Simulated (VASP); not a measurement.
**MoS: single point with PBE+U**

MoS:

```
Mo S
1.0
     0.00000    2.73364    2.73364
     2.73364    0.00000    2.73364
     2.73364    2.73364    0.00000
Mo S
1 1
Direct
  0.00000 0.00000 0.00000
  0.50000 0.50000 0.50000
```

| Property | Result |
| --- | --- |
| Program | VASP 6.6.1 |
| Task | single point |
| Functional | PBE |
| Potentials or basis | VASP PAW PBE potentials, release 64 (Mo_sv, S) |
| Cutoff | 520 eV |
| k mesh | 8 × 8 × 8 |
| Occupations | gaussian, width 0.1 eV |
| Spin | collinear spin, ferromagnetic start |
| Starting moments | [2.3, 0.0] μB |
| Hubbard terms | Mo d U = 4.38 eV |

```json
{
  "Pressure": "-2.0 GPa",
  "Net moment": "3.90 μB per cell",
  "Site moments": "Mo +3.52; S -0.09 μB",
  "Valence electrons inside the program's atomic spheres": "Mo 12.15; S 3.70"
}
```

Levels at points of the mesh, in eV from the Fermi level:
Spin up:
```
           k point  band 8  band 9  band 10  band 11  band 12  band 13  band 14  band 15  band 16  band 17
(0.00, 0.00, 0.00)   -3.74   -2.70    -2.70    -2.70    -2.33    -2.33     0.72     8.22     9.68     9.68
(0.50, 0.00, 0.00)   -5.44   -2.49    -2.49    -1.90     2.10     2.30     2.30     5.47     5.47     7.87
(0.50, 0.50, 0.00)   -3.81   -3.81    -2.28    -2.28    -1.72    -0.30     1.30     7.32     8.09    11.10
```
Spin down:
| k point | band 5 | band 6 | band 7 | band 8 | band 9 | band 10 | band 11 | band 12 |
| --- | --- | --- | --- | --- | --- | --- | --- | --- |
| (0.00, 0.00, 0.00) | -14.54 | -2.71 | -2.71 | -2.71 | 1.29 | 1.29 | 1.29 | 1.35 |
| (0.50, 0.00, 0.00) | -13.56 | -6.36 | -4.14 | -4.14 | 2.85 | 3.44 | 3.46 | 3.46 |
| (0.50, 0.50, 0.00) | -13.66 | -5.42 | -3.69 | -3.69 | -0.52 | 2.20 | 2.86 | 3.76 |

Eigenvalues of the final occupation matrices:
```csv
site,spin,trace,eigenvalues
site 1 d,1,3.70,0.57 0.57 0.86 0.86 0.86
site 1 d,2,0.24,0.02 0.02 0.02 0.08 0.08
```

It took 110 s on 1 thread of Intel Xeon 8259CL, on a shared host, peak memory 0.21 GiB.

The state reached can hang on the start; a lower one may exist.
